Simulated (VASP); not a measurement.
# CdS (P6_3/mmc) in VASP: single point with r2SCAN

Aim: the single point of CdS with r2SCAN.

All numbers are computed with VASP 6.6.1; they aren't measurements. Logs are shortened: lines on timing, memory, paths and dates and some standing lists are left out, and cuts for length are marked.

**1. The cell of the first run**

The structure is hexagonal, space group P6_3/mmc (No. 194). Conventional cell: a = 3.763 Å, b = 3.763 Å, c = 6.314 Å, α = 90.00°, β = 90.00°, γ = 120.00°. Within 3.5 Å of Cd (site symmetry -3m) lie 6 S at 2.69 Å and 2 Cd at 3.16 Å. Within 3.5 Å of S (site symmetry -6m2) lie 6 Cd at 2.69 Å.

**2. Single point, r2SCAN (19.35 Å³/atom)**

Input file POSCAR:

```
CdS
1.0
    3.7626309853      0.0000000000      0.0000000000
   -1.8813154927      3.2585340184      0.0000000000
    0.0000000000      0.0000000000      6.3136975093
Cd S
2 2
Direct
    0.0000000000      0.0000000000      0.0000000000
    0.0000000000      0.0000000000      0.5000000000
    0.3333333333      0.6666666667      0.2500000000
    0.6666666667      0.3333333333      0.7500000000
```

Input file INCAR.step1:

```
PREC = Accurate
ENCUT = 700
ISMEAR = 0
SIGMA = 0.01
LREAL = F
LASPH = T
NELM = 120
NBANDS = 34
GGA = PE
ALGO = Normal
EDIFF = 1E-5
LWAVE = T
LCHARG = F
GGA_COMPAT = F
```

Input file INCAR.step2:

```
PREC = Accurate
ENCUT = 700
EDIFF = 1E-6
ISMEAR = 0
SIGMA = 0.01
LREAL = F
LASPH = T
NELM = 120
ALGO = Normal
ISIF = 2
LWAVE = F
LCHARG = T
METAGGA = R2SCAN
LMIXTAU = T
LELF = T
LVHAR = T
NBANDS = 34
ISTART = 1
GGA_COMPAT = F
```

Input file KPOINTS:

```
regular mesh
0
Gamma
  6 6 4
```

Potentials or basis: VASP PAW PBE potentials, release 64 (Cd_sv_GW, S).

Command:

```
cat potpaw_PBE.64/Cd_sv_GW/POTCAR potpaw_PBE.64/S/POTCAR > POTCAR
cp INCAR.step1 INCAR
mpirun -np 1 vasp_std > vasp.out
cp INCAR.step2 INCAR
mpirun -np 1 vasp_std > vasp.out
```

OUTCAR:

```text
PREC = Accurate
   ENCUT = 700
   EDIFF = 1E-6
   ISMEAR = 0
   LREAL = F
   LASPH = T
   NELM = 120
   ISIF = 2
   METAGGA = R2SCAN
   ISTART = 1

 ion  position               nearest neighbor table
   1  0.000  0.000  0.000-   3 2.69   4 2.69   4 2.69   3 2.69   4 2.69   3 2.69
   2  0.000  0.000  0.500-   3 2.69   4 2.69   4 2.69   3 2.69   4 2.69   3 2.69
   3  0.333  0.667  0.250-   1 2.69   2 2.69   1 2.69   2 2.69   1 2.69   2 2.69
   4  0.667  0.333  0.750-   1 2.69   2 2.69   1 2.69   2 2.69   1 2.69   2 2.69

  LATTYP: Found a hexagonal cell.
 ALAT       =     3.7626309853
 C/A-ratio  =     1.6780007218

  Lattice vectors:

 A1 = (   3.7626309853,   0.0000000000,   0.0000000000)
 A2 = (  -1.8813154927,   3.2585340184,   0.0000000000)
 A3 = (   0.0000000000,   0.0000000000,   6.3136975093)

Analysis of symmetry for initial positions (statically):
=====================================================================
 Subroutine PRICEL returns:
 Original cell was already a primitive cell.

 Routine SETGRP: Setting up the symmetry group for a
 hexagonal supercell.

 Subroutine GETGRP returns: Found 24 space group operations
 (whereof 12 operations were pure point group operations)
 out of a pool of 24 trial point group operations.

The static configuration has the point symmetry D_3d.
 The point group associated with its full space group is D_6h.

Analysis of symmetry for dynamics (positions and initial velocities):
=====================================================================
 Subroutine PRICEL returns:
 Original cell was already a primitive cell.

 Routine SETGRP: Setting up the symmetry group for a
 hexagonal supercell.

 Subroutine GETGRP returns: Found 24 space group operations
 (whereof 12 operations were pure point group operations)
 out of a pool of 24 trial point group operations.

The dynamic configuration has the point symmetry D_3d.
 The point group associated with its full space group is D_6h.

 Subroutine INISYM returns: Found 24 space group operations
 (whereof 12 operations are pure point group operations),
 and found     1 'primitive' translations

----------------------------------------------------------------------------------------

                                     Primitive cell
[... 86 lines left out ...]
   LNONCOLLINEAR =      F non collinear calculations
   LSORBIT =      F    spin-orbit coupling
   LASPH  =      T    aspherical Exc in radial PAW
   ENCUT  =  700.0 eV  51.45 Ry    7.17 a.u.   8.12  8.12 13.62*2*pi/ulx,y,z
   NELM   =    120;   NELMIN=  2; NELMDL=  0     # of ELM steps
   EDIFF  = 0.1E-05   stopping-criterion for ELM
   LREAL  =      F    real-space projection
   EDIFFG = 0.1E-04   stopping-criterion for IOM
   NSW    =      0    number of steps for IOM
   IBRION =     -1    ionic relax: 0-MD 1-quasi-New 2-CG
   NFREE  =      0    steps in history (QN), initial steepest desc. (CG)
   ISIF   =      2    stress and relaxation
   ISYM   =      2    0-nonsym 1-usesym 2-fastsym
   POTIM  = 0.5000    time-step for ionic-motion
   TEBEG  =    0.0;   TEEND  =   0.0 temperature during run
   PSTRESS=    0.0 pullay stress
   NELECT =      52.0000    total number of electrons
   NUPDOWN=      -1.0000    fix difference up-down
   EMIN   =  10.00;   EMAX   =-10.00  energy-range for DOS
   EFERMI =   0.00;   METHOD = LEGACY
   ISMEAR =     0;   SIGMA  =   0.01  broadening in eV -4-tet -1-fermi 0-gaus
   EFERMI_NEDOS =   21; number of points for ismear=-14 and -15
   IALGO  =     38    algorithm
   IMIX   =      4    mixing-type and parameters
     AMIX     =   0.40;   BMIX     =  1.00
     AMIX_MAG =   1.60;   BMIX_MAG =  1.00
  volume/ion in A,a.u.               =      19.35       130.60
  Fermi-wavevector in a.u.,A,eV,Ry     =   1.433761  2.709415 27.969092  2.055670
  Thomas-Fermi vector in A             =   2.553244
   LORBIT       =      0    0 simple, 1 ext, 2 COOP (PROOUT), +10 PAW based schemes
   METAGGA = R2SCAN    functional components
   LHFCALC =     F    Hartree Fock is set to
   AEXX    =    0.0000 exact exchange contribution
   IVDW    =     0    specifies the selected vdW correction
   LEPSILON=     F    determine dielectric tensor
   LRPA    =     F    only Hartree local field effects (RPA)
 non-spin polarized calculation
 Gauss-broadening in eV      SIGMA  =   0.01
  energy-cutoff  :      700.00
  volume of cell :       77.41
 maximum number of plane-waves:      3282
   NGX = 17   NGY = 17   NGZ = 27

 number of electron      52.0000008 magnetization

 Free energy of the ion-electron system (eV)
  ---------------------------------------------------
  ext. energy  EPLUGINS =         0.00000000
  ---------------------------------------------------
  free energy    TOTEN  =       -58.89713991 eV

  energy without entropy =      -58.89713991  energy(sigma->0) =      -58.89713991

 E-fermi :   5.3751     XC(G=0): -11.3915

 val. band max:        5.2688882198   @ k =   0.0000   0.0000   0.0000
 cond. band min:       6.7374129251   @ k =   0.3333   0.3333   0.0000
 fundamental gap:      1.4685247053
 Fermi energy:         5.3750988158

 k-point     1 :       0.0000    0.0000    0.0000
  band No.  band energies     occupation
      1     -99.3375      2.00000
      2     -99.3367      2.00000
      3     -59.5235      2.00000
      4     -59.5064      2.00000
      5     -59.5011      2.00000
      6     -59.5011      2.00000
[... 766 lines left out ...]
     33      14.6106      0.00000
     34      14.6106      0.00000

------------------------ aborting loop because EDIFF is reached ----------------------------------------

  FORCE on cell =-STRESS in cart. coord.  units (eV):
  Direction    XX          YY          ZZ          XY          YZ          ZX
  --------------------------------------------------------------------------------------
  -------------------------------------------------------------------------------------
  Total        2.6641508      2.6641508      2.9502374     -0.0000000     -0.0000000      0.0000000
  in kB       55.1406297     55.1406297     61.0618408     -0.0000000     -0.0000000      0.0000000
  external PRESSURE =      57.1143667 kB  Pullay stress =       0.0000000 kB

 VOLUME and BASIS-vectors are now :
 -----------------------------------------------------------------------------
  energy-cutoff  :      700.00
  volume of cell :       77.41
      direct lattice vectors                 reciprocal lattice vectors
     3.762630985  0.000000000  0.000000000     0.265771478  0.153443235  0.000000000
    -1.881315493  3.258534018  0.000000000     0.000000000  0.306886469  0.000000000
     0.000000000  0.000000000  6.313697509     0.000000000  0.000000000  0.158385795

 POSITION                                       TOTAL-FORCE (eV/Angst)
 -----------------------------------------------------------------------------------
      0.00000      0.00000      0.00000        -0.000000      0.000000     -0.000000
      0.00000      0.00000      3.15685        -0.000000      0.000000     -0.000000
     -0.00000      2.17236      1.57842        -0.000000      0.000000      0.000000
      1.88132      1.08618      4.73527         0.000000     -0.000000      0.000000
 -----------------------------------------------------------------------------------
    total drift:                                0.000000     -0.000000      0.000000

  FREE ENERGIE OF THE ION-ELECTRON SYSTEM (eV)
  ---------------------------------------------------
  free  energy   TOTEN  =       -58.8971399078 eV

  energy  without entropy=      -58.8971399078  energy(sigma->0) =      -58.89713991
```

OUTCAR.step1:

```text
PREC = Accurate
   ENCUT = 700
   ISMEAR = 0
   LREAL = F
[... 1002 lines left out ...]
      0.00000      0.00000      0.00000         0.000000      0.000000     -0.000000
      0.00000      0.00000      3.15685         0.000000      0.000000     -0.000000
     -0.00000      2.17236      1.57842         0.000000      0.000000      0.000000
      1.88132      1.08618      4.73527        -0.000000     -0.000000      0.000000
 -----------------------------------------------------------------------------------
    total drift:                                0.000000     -0.000000      0.000000

  FREE ENERGIE OF THE ION-ELECTRON SYSTEM (eV)
  ---------------------------------------------------
  free  energy   TOTEN  =       -11.5884332069 eV

  energy  without entropy=      -11.5884332069  energy(sigma->0) =      -11.58843321
```

OSZICAR.step1:

```text
N       E                     dE             d eps       ncg     rms          rms(c)
DAV:   1     0.126672293808E+04    0.12667E+04   -0.32778E+04  1476   0.241E+03
DAV:   2     0.143849908746E+03   -0.11229E+04   -0.10447E+04  1428   0.843E+02
DAV:   3    -0.465737195570E+01   -0.14851E+03   -0.14431E+03  2306   0.350E+02
DAV:   4    -0.123353123870E+02   -0.76779E+01   -0.76475E+01  2144   0.109E+02
DAV:   5    -0.127289035897E+02   -0.39359E+00   -0.39342E+00  2288   0.222E+01    0.268E+01
DAV:   6    -0.116287014511E+02    0.11002E+01   -0.20799E+00  2332   0.248E+01    0.200E+01
DAV:   7    -0.116465468754E+02   -0.17845E-01   -0.12498E+00  2080   0.953E+00    0.341E+00
DAV:   8    -0.115878484368E+02    0.58698E-01   -0.20615E-01  2236   0.467E+00    0.740E-01
DAV:   9    -0.115884077666E+02   -0.55933E-03   -0.25840E-02  2040   0.203E+00    0.167E-01
DAV:  10    -0.115884200088E+02   -0.12242E-04   -0.55898E-04  2366   0.268E-01    0.635E-02
DAV:  11    -0.115884336962E+02   -0.13687E-04   -0.46788E-05  1860   0.120E-01    0.162E-02
DAV:  12    -0.115884332069E+02    0.48929E-06   -0.60063E-06  1002   0.637E-02
   1 F= -.11588433E+02 E0= -.11588433E+02  d E =0.000000E+00
```

Wall time 5.1 min (1 thread of Intel Xeon Platinum 8259CL at 2.50GHz (Skylake/Cascade Lake), shared host); peak memory 0.29 GiB.

Results:

```
Free energy            : -58.8971 eV
Pressure               : 5.7 GPa
Band gap on the k mesh : 1.47 eV (least direct gap 1.57 eV)
```

Caveat: the cell stands under pressure; the PAW data sets were made with another functional, which shifts forces and pressure a little. A k mesh can miss the band edges.
